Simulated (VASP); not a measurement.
Set up this calculation in VASP 6.6.1, as the native input.

* Task: single point
* Functional: PBEsol
* Potentials or basis: VASP PAW PBE potentials, release 64 (Hg, Te)
* Cutoff: 520 eV
* k mesh: 12 × 12 × 12
* Occupations: gaussian, width 0.1 eV
* Spin: no spin polarisation
* Dipole correction: no
* Further INCAR settings: ALGO = Normal; EDIFF = 1e-06; NBANDS = 16

The structure of HgTe lies in POSCAR:

```
HgTe
1.0
    0.0000000000      3.3597779740      3.3597779740
    3.3597779740      0.0000000000      3.3597779740
    3.3597779740      3.3597779740      0.0000000000
Hg Te
1 1
Direct
    0.0000000000      0.0000000000      0.0000000000
    0.2500000000      0.2500000000      0.2500000000
```

This cell differs from its parent crystal: volume scaled by 1.10.

The input as run:

INCAR

```
SYSTEM = HgTe
ALGO = Normal
EDIFF = 1E-6
ENCUT = 520
GGA = PS
ISIF = 2
ISMEAR = 0
LASPH = .TRUE.
LCHARG = .FALSE.
LREAL = .FALSE.
LWAVE = .FALSE.
NBANDS = 16
NELM = 100
PREC = Accurate
SIGMA = 0.1
```

KPOINTS

```
k-points
0
G
  12 12 12
  0 0 0
```

Potentials or basis: VASP PAW PBE potentials, release 64 (Hg, Te).

The run is started by

```sh
$ cat potpaw_PBE.64/Hg/POTCAR potpaw_PBE.64/Te/POTCAR > POTCAR
$ mpirun -np 1 vasp_std > vasp.out
```

Results of the run:

* Pressure: -3.1 GPa
* Band gap on the k mesh: zero (filled and empty bands touch)

Caveat: the PAW data sets were made with another functional, which shifts forces and pressure a little; spin-orbit coupling is left out, which moves the levels of the heavy elements.

Run time: 26 s on 1 thread of Intel(R) Xeon(R) 6975P-C (Granite Rapids) (shared host), peak memory 0.26 GiB.
